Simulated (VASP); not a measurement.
# CdF2 (Fm-3m) in VASP: a series of runs

CdF2 is run at these levels: PBE-based screened hybrid with 100 % exact exchange, PBE-based global hybrid with 75 % exact exchange; tasks: single point.

Everything below comes from runs of VASP 6.6.1. Logs are shortened: lines on timing, memory, paths and dates and some standing lists are left out, and cuts for length are marked.

## 1. The cell of the first run

Symmetry: Fm-3m, No. 225, cubic system. The conventional cell has a = 5.365 Å, b = 5.365 Å, c = 5.365 Å, α = 90.00°, β = 90.00°, γ = 90.00°. Cd (site symmetry m-3m) has 8 F at 2.32 Å within 3.1 Å. Within 3.1 Å of F (site symmetry -43m) lie 4 Cd at 2.32 Å and 6 F at 2.68 Å.

## 2. Single point, PBE-based screened hybrid with 100 % exact exchange

Input file POSCAR:

```
CdF2
1.0
    0.0000000000      2.6825809941      2.6825809941
    2.6825809941      0.0000000000      2.6825809941
    2.6825809941      2.6825809941      0.0000000000
Cd F
1 2
Direct
    0.0000000000      0.0000000000      0.0000000000
    0.2500000000      0.2500000000      0.2500000000
    0.7500000000      0.7500000000      0.7500000000
```

Input file INCAR.step1:

```
PREC = Accurate
ENCUT = 520
EDIFF = 1E-5
ISMEAR = 0
SIGMA = 0.01
LREAL = False
LASPH = True
NELM = 120
ALGO = Normal
ISIF = 2
LWAVE = True
NBANDS = 24
GGA = PE
GGA_COMPAT = False
```

Input file INCAR.step2:

```
PREC = Accurate
ENCUT = 520
EDIFF = 1E-6
ISMEAR = 0
SIGMA = 0.01
LREAL = False
LASPH = True
NELM = 120
ALGO = Normal
ISIF = 2
LWAVE = False
LCHARG = True
GGA = PE
LHFCALC = True
AEXX = 1.0
HFSCREEN = 0.5
PRECFOCK = Normal
LELF = True
LVHAR = True
NBANDS = 24
ISTART = 1
ALDAC = 1.0
AGGAC = 1.0
GGA_COMPAT = False
```

Input file KPOINTS:

```
Automatic mesh
0
Gamma
  4 4 4
```

Potentials or basis: VASP PAW PBE potentials, release 64 (Cd_sv_GW, F).

On the command line:

```console
$ cat potpaw_PBE.64/Cd_sv_GW/POTCAR potpaw_PBE.64/F/POTCAR > POTCAR
$ cp INCAR.step1 INCAR
$ mpirun -np 1 vasp_std > vasp.out
$ cp INCAR.step2 INCAR
$ mpirun -np 1 vasp_std > vasp.out
```

OUTCAR:

```text
PREC = Accurate
   ENCUT = 520
   EDIFF = 1E-6
   ISMEAR = 0
   LREAL = False
   LASPH = True
   NELM = 120
   ISIF = 2
   GGA = PE
   LHFCALC = True
   AEXX = 1.0
   HFSCREEN = 0.5
   PRECFOCK = Normal
   ISTART = 1

 ion  position               nearest neighbor table
   1  0.000  0.000  0.000-
   2  0.250  0.250  0.250-
   3  0.750  0.750  0.750-

  LATTYP: Found a face centered cubic cell.
 ALAT       =     5.3651619882

  Lattice vectors:

 A1 = (   0.0000000000,   2.6825809941,   2.6825809941)
 A2 = (   2.6825809941,   0.0000000000,   2.6825809941)
 A3 = (   2.6825809941,   2.6825809941,   0.0000000000)

Analysis of symmetry for initial positions (statically):
=====================================================================
 Subroutine PRICEL returns:
 Original cell was already a primitive cell.

 Routine SETGRP: Setting up the symmetry group for a
 face centered cubic supercell.

 Subroutine GETGRP returns: Found 48 space group operations
 (whereof 48 operations were pure point group operations)
 out of a pool of 48 trial point group operations.

The static configuration has the point symmetry O_h .

Analysis of symmetry for dynamics (positions and initial velocities):
=====================================================================
 Subroutine PRICEL returns:
 Original cell was already a primitive cell.

 Routine SETGRP: Setting up the symmetry group for a
 face centered cubic supercell.

 Subroutine GETGRP returns: Found 48 space group operations
 (whereof 48 operations were pure point group operations)
 out of a pool of 48 trial point group operations.

The dynamic configuration has the point symmetry O_h .

 Subroutine INISYM returns: Found 48 space group operations
 (whereof 48 operations are pure point group operations),
 and found     1 'primitive' translations

----------------------------------------------------------------------------------------

                                     Primitive cell

  volume of cell :      38.6090

  direct lattice vectors                    reciprocal lattice vectors
     0.000000000  2.682580994  2.682580994    -0.186387662  0.186387662  0.186387662
     2.682580994  0.000000000  2.682580994     0.186387662 -0.186387662  0.186387662
     2.682580994  2.682580994  0.000000000     0.186387662  0.186387662 -0.186387662

  length of vectors
     3.793742424  3.793742424  3.793742424     0.322832901  0.322832901  0.322832901

  position of ions in fractional coordinates (direct lattice)
     0.000000000  0.000000000  0.000000000
     0.250000000  0.250000000  0.250000000
     0.750000000  0.750000000  0.750000000

  ion indices of the primitive-cell ions
   primitive index   ion index
                 1           1
                 2           2
                 3           3

----------------------------------------------------------------------------------------

 KPOINTS: Automatic mesh

Automatic generation of k-mesh.
 Grid dimensions read from file:
 generate k-points for:    4    4    4

 Generating k-lattice:

  Cartesian coordinates                     Fractional coordinates (reciprocal lattice)
    -0.046596916  0.046596916  0.046596916     0.250000000  0.000000000  0.000000000
     0.046596916 -0.046596916  0.046596916     0.000000000  0.250000000  0.000000000
     0.046596916  0.046596916 -0.046596916     0.000000000  0.000000000  0.250000000

  Length of vectors
     0.080708225  0.080708225  0.080708225

  Shift w.r.t. Gamma in fractional coordinates (k-lattice)
     0.000000000  0.000000000  0.000000000

 Subroutine IBZKPT returns following result:
 ===========================================

 Found      8 irreducible k-points:

 Following reciprocal coordinates:
            Coordinates               Weight
  0.000000  0.000000  0.000000      1.000000
  0.250000  0.000000  0.000000      8.000000
  0.500000  0.000000  0.000000      4.000000
  0.250000  0.250000  0.000000      6.000000
  0.500000  0.250000  0.000000     24.000000
 -0.250000  0.250000  0.000000     12.000000
  0.500000  0.500000  0.000000      3.000000
 -0.250000  0.500000  0.250000      6.000000
   k-points           NKPTS =      8   k-points in BZ     NKDIM =     64   number of bands    NBANDS=     24
   number of dos      NEDOS =    301   number of ions     NIONS =      3
   total plane-waves  NPLWV =  21952
   dimension x,y,z NGX =    28 NGY =   28 NGZ =   28
   dimension x,y,z NGXF=    56 NGYF=   56 NGZF=   56
   ions per type =               1   2
   NGX,Y,Z   is equivalent  to a cutoff of  12.27, 12.27, 12.27 a.u.
   NGXF,Y,Z  is equivalent  to a cutoff of  24.54, 24.54, 24.54 a.u.
 SYSTEM =  unknown system
   PREC   = accura    normal or accurate (medium, high low for compatibility)
   ISTART =      1    job   : 0-new  1-cont  2-samecut
   ICHARG =      0    charge: 1-file 2-atom 10-const
   ISPIN  =      1    spin polarized calculation?
   LNONCOLLINEAR =      F non collinear calculations
   LSORBIT =      F    spin-orbit coupling
   LASPH  =      T    aspherical Exc in radial PAW
   ENCUT  =  520.0 eV  38.22 Ry    6.18 a.u.   7.05  7.05  7.05*2*pi/ulx,y,z
   NELM   =    120;   NELMIN=  2; NELMDL=  0     # of ELM steps
   EDIFF  = 0.1E-05   stopping-criterion for ELM
   LREAL  =      F    real-space projection
   EDIFFG = 0.1E-04   stopping-criterion for IOM
   NSW    =      0    number of steps for IOM
   IBRION =     -1    ionic relax: 0-MD 1-quasi-New 2-CG
   NFREE  =      0    steps in history (QN), initial steepest desc. (CG)
   ISIF   =      2    stress and relaxation
   ISYM   =      3    0-nonsym 1-usesym 2-fastsym
   POTIM  = 0.5000    time-step for ionic-motion
   TEBEG  =    0.0;   TEEND  =   0.0 temperature during run
   PSTRESS=    0.0 pullay stress
   NELECT =      34.0000    total number of electrons
   NUPDOWN=      -1.0000    fix difference up-down
   EMIN   =  10.00;   EMAX   =-10.00  energy-range for DOS
   EFERMI =   0.00;   METHOD = LEGACY
   ISMEAR =     0;   SIGMA  =   0.01  broadening in eV -4-tet -1-fermi 0-gaus
   EFERMI_NEDOS =   21; number of points for ismear=-14 and -15
   IALGO  =     38    algorithm
   IMIX   =      1    mixing-type and parameters
     AMIX     =   0.40;   BMIX     =  1.00
     AMIX_MAG =   1.60;   BMIX_MAG =  1.00
  volume/ion in A,a.u.               =      12.87        86.85
  Fermi-wavevector in a.u.,A,eV,Ry     =   1.569176  2.965312 33.501802  2.462313
  Thomas-Fermi vector in A             =   2.671097
   LORBIT       =      0    0 simple, 1 ext, 2 COOP (PROOUT), +10 PAW based schemes
   GGA     = PE    functional components
   LHFCALC =     T    Hartree Fock is set to
   PRECFOCK=normal    Normal, Fast or Accurate (Low or Medium for compatibility)
   ENCUT4O =  -1.0   cutoff for four orbital integrals eV
   NKREDX  =     1    reduce k-point grid by
   NKREDY  =     1    reduce k-point grid by
   NKREDZ  =     1    reduce k-point grid by
   AEXX    =    1.0000 exact exchange contribution
   HFSCREEN=    0.5000 screening length (either q_TF or 0.3 A-1)
   HFSCREENC=   0.5000 screening length for correlation (either q_TF or 0.3 A-1)
   ENCUTFOCK=  -1.0 apply spherical cutoff to Coloumb kernel
   IVDW    =     0    specifies the selected vdW correction
   LEPSILON=     F    determine dielectric tensor
   LRPA    =     F    only Hartree local field effects (RPA)
 non-spin polarized calculation
 Gauss-broadening in eV      SIGMA  =   0.01
  energy-cutoff  :      520.00
  volume of cell :       38.61
 maximum number of plane-waves:      1056
  NGX = 24; NGY = 24; NGZ = 24

 number of electron      33.9999986 magnetization

 Free energy of the ion-electron system (eV)
  ---------------------------------------------------
  ext. energy  EPLUGINS =         0.00000000
  ---------------------------------------------------
  free energy    TOTEN  =       -22.17064465 eV

  energy without entropy =      -22.17064465  energy(sigma->0) =      -22.17064465

 E-fermi :  -3.8502     XC(G=0):  -4.6126

 val. band max:       -3.9611067352   @ k =  -0.2500   0.5000   0.2500
 cond. band min:       5.0873042271   @ k =   0.0000   0.0000   0.0000
 fundamental gap:      9.0484109623
 Fermi energy:        -3.8501960112

 k-point     1 :       0.0000    0.0000    0.0000
  band No.  band energies     occupation
      1    -118.3149      2.00000
      2     -74.2354      2.00000
      3     -74.2354      2.00000
      4     -74.2354      2.00000
      5     -30.8180      2.00000
      6     -29.6441      2.00000
[... 16 lines left out ...]
     23      22.1966      0.00000
     24      22.1966      0.00000

 k-point     2 :       0.2500    0.0000    0.0000
  band No.  band energies     occupation
      1    -118.3148      2.00000
      2     -74.2376      2.00000
      3     -74.2353      2.00000
      4     -74.2353      2.00000
      5     -30.6256      2.00000
      6     -29.8217      2.00000
[... 16 lines left out ...]
     23      21.1951      0.00000
     24      22.3427      0.00000

 k-point     3 :       0.5000    0.0000    0.0000
  band No.  band energies     occupation
      1    -118.3150      2.00000
      2     -74.2406      2.00000
      3     -74.2363      2.00000
      4     -74.2363      2.00000
      5     -30.2521      2.00000
      6     -30.1757      2.00000
[... 16 lines left out ...]
     23      20.3606      0.00000
     24      21.2060      0.00000

 k-point     4 :       0.2500    0.2500    0.0000
  band No.  band energies     occupation
      1    -118.3148      2.00000
      2     -74.2376      2.00000
      3     -74.2355      2.00000
      4     -74.2355      2.00000
      5     -30.5831      2.00000
      6     -29.8517      2.00000
[... 16 lines left out ...]
     23      22.6272      0.00000
     24      24.3857      0.00000

 k-point     5 :       0.5000    0.2500    0.0000
  band No.  band energies     occupation
      1    -118.3149      2.00000
      2     -74.2391      2.00000
      3     -74.2373      2.00000
      4     -74.2363      2.00000
      5     -30.3192      2.00000
      6     -30.0871      2.00000
[... 16 lines left out ...]
     23      22.2197      0.00000
     24      23.9389      0.00000

 k-point     6 :      -0.2500    0.2500    0.0000
  band No.  band energies     occupation
      1    -118.3150      2.00000
      2     -74.2388      2.00000
      3     -74.2374      2.00000
      4     -74.2364      2.00000
      5     -30.3934      2.00000
      6     -30.0271      2.00000
[... 16 lines left out ...]
     23      20.2502      0.00000
     24      24.9750      0.00000

 k-point     7 :       0.5000    0.5000    0.0000
  band No.  band energies     occupation
      1    -118.3148      2.00000
      2     -74.2395      2.00000
      3     -74.2368      2.00000
      4     -74.2368      2.00000
      5     -30.3358      2.00000
      6     -30.0500      2.00000
[... 16 lines left out ...]
     23      22.0818      0.00000
     24      23.2796      0.00000

 k-point     8 :      -0.2500    0.5000    0.2500
  band No.  band energies     occupation
      1    -118.3149      2.00000
      2     -74.2385      2.00000
      3     -74.2385      2.00000
      4     -74.2373      2.00000
      5     -30.1954      2.00000
      6     -30.1954      2.00000
[... 16 lines left out ...]
     23      21.4694      0.00000
     24      23.7096      0.00000

------------------------ aborting loop because EDIFF is reached ----------------------------------------

  FORCE on cell =-STRESS in cart. coord.  units (eV):
  Direction    XX          YY          ZZ          XY          YZ          ZX
  --------------------------------------------------------------------------------------
  -------------------------------------------------------------------------------------
  Total       -1.3717856     -1.3717856     -1.3717856      0.0000000      0.0000000     -0.0000000
  in kB      -56.9256911    -56.9256911    -56.9256911      0.0000000      0.0000000     -0.0000000
  external PRESSURE =     -56.9256911 kB  Pullay stress =       0.0000000 kB

 VOLUME and BASIS-vectors are now :
 -----------------------------------------------------------------------------
  energy-cutoff  :      520.00
  volume of cell :       38.61
      direct lattice vectors                 reciprocal lattice vectors
     0.000000000  2.682580994  2.682580994    -0.186387662  0.186387662  0.186387662
     2.682580994  0.000000000  2.682580994     0.186387662 -0.186387662  0.186387662
     2.682580994  2.682580994  0.000000000     0.186387662  0.186387662 -0.186387662

 POSITION                                       TOTAL-FORCE (eV/Angst)
 -----------------------------------------------------------------------------------
      0.00000      0.00000      0.00000         0.000000      0.000000     -0.000000
      1.34129      1.34129      1.34129         0.000000      0.000000      0.000000
      4.02387      4.02387      4.02387        -0.000000     -0.000000     -0.000000
 -----------------------------------------------------------------------------------
    total drift:                               -0.000001     -0.000001     -0.000001

  FREE ENERGIE OF THE ION-ELECTRON SYSTEM (eV)
  ---------------------------------------------------
  free  energy   TOTEN  =       -22.1706446540 eV

  energy  without entropy=      -22.1706446540  energy(sigma->0) =      -22.17064465
```

It took 19 min on 1 thread of AMD EPYC 9R45 (Zen 5), shared host; peak memory 0.25 GiB.

Results:

- Free energy: -22.1706 eV
- Pressure: -5.7 GPa
- Band gap on the k mesh: 9.05 eV (least direct gap 9.78 eV)

Caveat: the k points lie up to 0.51 Å⁻¹ apart; the PAW data sets were made with another functional, which shifts forces and pressure a little. A k mesh can miss the band edges.

## 3. Single point, PBE-based global hybrid with 75 % exact exchange

POSCAR is that of step 2.

Input file INCAR.step1:

```
  PREC = Accurate
  ENCUT = 520
  EDIFF = 1E-5
  ISMEAR = 0
  SIGMA = 0.01
  LREAL = F
  LASPH = T
  NELM = 120
  ALGO = Normal
  ISIF = 2
  LWAVE = T
  LCHARG = F
  GGA = PE
  NBANDS = 24
  GGA_COMPAT = F
```

Input file INCAR.step2:

```
  PREC = Accurate
  ENCUT = 520
  EDIFF = 1E-6
  ISMEAR = 0
  SIGMA = 0.01
  LREAL = F
  LASPH = T
  NELM = 120
  ALGO = Normal
  ISIF = 2
  LWAVE = F
  LCHARG = F
  GGA = PE
  LHFCALC = T
  AEXX = 0.75
  PRECFOCK = Normal
  ISTART = 1
  NBANDS = 24
  GGA_COMPAT = F
```

KPOINTS is that of step 2.

Potentials or basis: VASP PAW PBE potentials, release 64 (Cd_sv_GW, F).

On the command line:

```console
$ cat potpaw_PBE.64/Cd_sv_GW/POTCAR potpaw_PBE.64/F/POTCAR > POTCAR
$ cp INCAR.step1 INCAR
$ mpirun -np 1 vasp_std > vasp.out
$ cp INCAR.step2 INCAR
$ mpirun -np 1 vasp_std > vasp.out
```

Wall time 11 min (1 thread of Intel Xeon 6975P-C (Granite Rapids), shared host); peak memory 0.18 GiB.

It converged, with:

```
Free energy            : -24.4034 eV
Pressure               : -5.3 GPa
Band gap on the k mesh : 12.20 eV (least direct gap 12.91 eV)
```

Levels at points of the mesh, in eV from the valence-band top:
| k point | band 13 | band 14 | band 15 | band 16 | band 17 | band 18 | band 19 | band 20 | band 21 | band 22 |
| --- | --- | --- | --- | --- | --- | --- | --- | --- | --- | --- |
| (0.00, 0.00, 0.00) | -1.14 | -1.14 | -0.71 | -0.71 | -0.71 | 12.20 | 22.19 | 22.19 | 22.19 | 26.98 |
| (0.50, 0.00, 0.00) | -2.57 | -2.16 | -2.16 | -0.54 | -0.54 | 17.06 | 18.00 | 24.73 | 24.73 | 27.64 |
| (0.50, 0.50, 0.00) | -3.46 | -3.46 | -0.63 | -0.11 | -0.11 | 18.18 | 19.08 | 20.43 | 24.52 | 24.52 |

Caveat: the k points lie up to 0.51 Å⁻¹ apart; the PAW data sets were made with another functional, which shifts forces and pressure a little. A k mesh can miss the band edges.
